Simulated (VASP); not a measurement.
Wanted: the native input for a VASP 6.6.1 run.

```yaml
Task: single point
Functional: LDA
Potentials_or_basis: VASP PAW LDA potentials, release 64 (Ga_d)
Cutoff: 520 eV
k_mesh: 14 × 14 × 8
Occupations: fermi-dirac, width 0.1 eV
Spin: no spin polarisation
Dipole_correction: no
Further_INCAR_settings: ALGO = Normal; EDIFF = 1e-06; NBANDS = 20
```

The structure of Ga lies in POSCAR:

```
Ga
1.0
    2.8940217364      0.0000000000      0.0000000000
   -1.4470108682      2.5062963428      0.0000000000
    0.0000000000      0.0000000000      4.5689720175
Ga
2
Direct
    0.3333333333      0.6666666667      0.2500000000
    0.6666666667      0.3333333333      0.7500000000
```

This isn't the form of Ga at room conditions, which is orthorhombic.

One way to write it, as run:

INCAR

```
PREC     = Accurate       # precision mode
ENCUT    = 520            # plane-wave cutoff, eV
EDIFF    = 1E-6           # SCF threshold, eV
ISMEAR   = -1             # smearing method
SIGMA    = 0.1            # smearing width, eV
LREAL    = False          # projectors in reciprocal space
LASPH    = True           # aspherical terms in the spheres
NELM     = 80             # most SCF steps
ALGO     = Normal         # electronic algorithm
ISIF     = 2              # what is computed and relaxed
LWAVE    = False          # write WAVECAR
LCHARG   = False          # write CHGCAR
NBANDS   = 20             # bands
```

KPOINTS

```
Automatic mesh
0
Gamma
  14 14 8
```

Potentials or basis: VASP PAW LDA potentials, release 64 (Ga_d).

Launch:

```bash
$ cat potpaw_LDA.64/Ga_d/POTCAR > POTCAR
$ mpirun -np 1 vasp_std > vasp.out
```

Results of the run:

| Quantity | Value |
| --- | --- |
| Pressure | 3.2 GPa |
| Band gap on the k mesh | zero (bands 13 and 14 overlap by 8.81 eV) |

Caveat: the cell stands under pressure.

Wall time 70 s on 1 thread of Intel Xeon 8259CL, on a shared host, peak memory 0.18 GiB.
